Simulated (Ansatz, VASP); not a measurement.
Li in VASP and in Ansatz

```xyz
1
Lattice="-1.5547 1.5547 1.2800 1.5547 -1.5547 1.2800 1.5547 1.5547 -1.2800" Properties=species:S:1:pos:R:3 pbc="T T T"
Li    0.0000    0.0000    0.0000
```

Alike in both runs: task relaxation of cell and atoms; functional r2SCAN; k mesh 9 × 9 × 9; occupations fermi-dirac, width 0.0104 eV; no spin polarisation.

|  | VASP | Ansatz |
| --- | --- | --- |
| version | VASP 6.6.1 | Ansatz 0.2.0 |
| potentials or method | VASP PAW PBE potentials, release 64 (Li_sv), cutoff 600 eV | PAW plane waves |
| valence electrons in the cell | 3 | 3 |

```csv
,VASP,Ansatz,Ansatz less VASP
"gap on the k mesh at the Fermi level, each at its own relaxed structure (eV)",none,none,-
relaxed volume (Å³/atom),18.80,20.78,+1.970
relaxed cell length with the largest relative difference (Å),2.919,3.014,+0.0956
```

VASP's potentials were made for PBE, not for r2SCAN. A gap of «none» marks a metal or a gap that the smearing closes. One of these differences is far larger than is usual between the two programs; its cause wasn't traced.

Noted on VASP's run: the cutoff is short for stress, so the pressure is rough; the volume moved by over 15 % at a fixed basis, so the end points are rough.
